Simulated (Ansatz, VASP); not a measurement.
## SiO2 in VASP and in Ansatz

```
Si O
1.0
     4.30217    0.00000    0.00000
     0.00000    4.30217    0.00000
     0.00000    0.00000    2.56194
Si O
2 4
Direct
  0.50000 0.50000 0.50000
  0.00000 0.00000 0.00000
  0.69443 0.69443 0.00000
  0.19443 0.80557 0.50000
  0.30557 0.30557 0.00000
  0.80557 0.19443 0.50000
```

Alike in both runs: task single point; functional LDA; k mesh 6 × 6 × 10; occupations gaussian, width 0.05 eV; no spin polarisation.

|  | VASP | Ansatz |
| --- | --- | --- |
| version | VASP 6.6.1 | Ansatz 0.2.0 |
| potentials or method | VASP PAW LDA potentials, release 64 (Si, O_h), cutoff 910 eV | scalar-relativistic, plane waves, PAW |
| valence electrons in the cell | 32 | 32 |

VASP gave:

* gap on the k mesh at the Fermi level (eV): 5.44
* least direct gap on the mesh (eV): 5.44
* rms of the force components (eV/Å): 0.322

Q: What did Ansatz give for the same quantities?

A: gap on the k mesh at the Fermi level (eV): 5.43; least direct gap on the mesh (eV): 5.43; rms of the force components (eV/Å): 0.338.

Ansatz warns that its potentials were made for another functional, while VASP's fit it. LDA's correlation is that of Perdew and Zunger in VASP and of Perdew and Wang (1992) in Ansatz. Atom by atom the forces differ by 0.016 eV/Å (rms over components).

Noted on VASP's run: the cutoff is short for stress, so the pressure is rough.
